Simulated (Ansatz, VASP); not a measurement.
**Mg3Sb2 in VASP and in Ansatz**

```
Mg Sb
1.0
     4.59387    0.00000    0.00000
    -2.29693    3.97841    0.00000
     0.00000    0.00000    7.71073
Mg Sb
3 2
Direct
  0.33333 0.66667 0.63028
  0.66667 0.33333 0.36972
  0.00000 0.00000 0.00000
  0.33333 0.66667 0.22892
  0.66667 0.33333 0.77108
```

Change from the starting cell: strain along c alone, the other axes held, atoms relaxed: +6.0 %.

Alike in both runs: task relaxation of the atoms; functional PBE; k mesh 12 × 12 × 6; occupations gaussian, width 0.01 eV; no spin polarisation.

```csv
,VASP,Ansatz
version,VASP 6.6.1,Ansatz 0.2.0
potentials or method,"VASP PAW PBE potentials, release 64 (Mg, Sb), cutoff 520 eV","scalar-relativistic, plane waves, PAW"
valence electrons in the cell,16,60
```

```tsv
	VASP	Ansatz	Ansatz less VASP
gap on the k mesh at the Fermi level, each at its own relaxed structure (eV)	0.22	0.24	+0.022
```

VASP's potentials hold 16 valence electrons a cell and Ansatz's 60, so a difference there can come from the potentials and not from the codes. Ansatz's warnings: stress scf threshold loose.

Spin-orbit coupling is off throughout.
